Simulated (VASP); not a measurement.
## Pt: single point with HF

Pt:

```
Pt
1.0
    -1.58422    1.58422    1.58422
     1.58422   -1.58422    1.58422
     1.58422    1.58422   -1.58422
Pt
1
Direct
  0.00000 0.00000 0.00000
```

This isn't the form of Pt at room conditions, which is fcc.

```json
{"Program": "VASP 6.6.1", "Task": "single point", "Functional": "HF", "Potentials or basis": "VASP PAW PBE potentials, release 64 (Pt_sv_GW)", "Cutoff": "430 eV", "k mesh": "6 × 6 × 6", "Occupations": "fermi-dirac, width 0.05 eV", "Spin": "no spin polarisation"}
```

| Property | Result |
| --- | --- |
| Pressure | -1.0 GPa |
| Band gap on the k mesh | zero (bands 9 and 10 overlap by 8.30 eV) |

Levels at points of the mesh, in eV from the Fermi level:
| k point | band 6 | band 7 | band 8 | band 9 | band 10 | band 11 | band 12 | band 13 |
| --- | --- | --- | --- | --- | --- | --- | --- | --- |
| (0.00, 0.00, 0.00) | -8.19 | -8.19 | -8.19 | -6.05 | -6.05 | 23.21 | 23.21 | 23.21 |
| (0.50, 0.00, 0.00) | -10.01 | -5.71 | -5.30 | 2.25 | 2.93 | 12.34 | 19.14 | 22.83 |
| (0.50, 0.50, 0.50) | -12.24 | 1.62 | 1.62 | 1.62 | 13.03 | 13.03 | 13.03 | 21.00 |

Run time: 9.5 min on 1 thread of Intel(R) Xeon(R) Platinum 8488C (Sapphire Rapids) (shared host), peak memory 0.13 GiB.

Caveat: the k points lie up to 0.47 Å⁻¹ apart, too coarse for converged energies and pressures of a metal; the PAW data sets were made with another functional, which shifts forces and pressure a little; spin-orbit coupling is left out, which moves the levels of the heavy elements.
